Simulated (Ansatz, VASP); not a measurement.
Given: the input of a run of VASP 6.6.1 on PbF2.

The input INCAR:

```
SYSTEM = PbF2
  PREC = Accurate
  ENCUT = 520
  EDIFF = 1E-6
  ISMEAR = -1
  SIGMA = 0.05
  LREAL = .False.
  LASPH = .True.
  NELM = 100
  ALGO = Normal
  ISIF = 2
  LWAVE = .False.
  LCHARG = .False.
  GGA = PS
  NBANDS = 21
```

The input KPOINTS:

```
Automatic mesh
0
Gamma
  8 8 8
  0 0 0
```

The input POSCAR:

```
PbF2
1.0
    0.0000000000      2.9832874594      2.9832874594
    2.9832874594      0.0000000000      2.9832874594
    2.9832874594      2.9832874594      0.0000000000
Pb F
1 2
Direct
    0.0000000000      0.0000000000      0.0000000000
    0.7500000000      0.7500000000      0.7500000000
    0.2500000000      0.2500000000      0.2500000000
```

Potentials or basis: VASP PAW PBE potentials, release 64 (Pb_d, F).

Command:

```console
$ cat potpaw_PBE.64/Pb_d/POTCAR potpaw_PBE.64/F/POTCAR > POTCAR
$ mpirun -np 1 vasp_std > vasp.out
```

Problem. Translate it to Ansatz 0.2.0. Potentials there: all-electron LAPW, scalar-relativistic.

Solution. As run (the cutoff follows the program's own potentials):

input.yaml

```yaml
crystal:
  lattice:
    - [0.0, 2.9832874594, 2.9832874594]
    - [2.9832874594, 0.0, 2.9832874594]
    - [2.9832874594, 2.9832874594, 0.0]
  atoms:
    - { symbol: Pb, position: [0.0, 0.0, 0.0] }
    - { symbol: F, position: [0.75, 0.75, 0.75] }
    - { symbol: F, position: [0.25, 0.25, 0.25] }
kpoints:
  mp_grid: { grid: [8, 8, 8] }
scf:
  occupations: { method: fermi_dirac, width: 0.05 }
hamiltonian:
  xc: pbesol
  pseudopotentials: { kind: all_electron, lapw: { basis_error: 0.001 } }
output:
  forces: true
  stress: true
  eigenvalues: true
```

Potentials or basis: all-electron LAPW, scalar-relativistic.

Launch:

```console
$ ansatz run input.yaml --threads 2 --pin off --max-ram 8192MiB --backend cpu --events-out ev --progress --plain --runs-dir out
```

Both were run:

|  | VASP | Ansatz | Ansatz less VASP |
| --- | --- | --- | --- |
| gap on the k mesh at the Fermi level (eV) | 4.31 | 4.31 | -0.002 |
| least direct gap on the mesh (eV) | 4.46 | 4.45 | -0.003 |
| pressure (GPa) | -2.6 | -2.4 | +0.22 |

VASP's potentials were made for PBE, not for PBEsol. Ansatz ran all-electron here, and VASP with PAW potentials.

Neither program's run includes spin-orbit coupling.
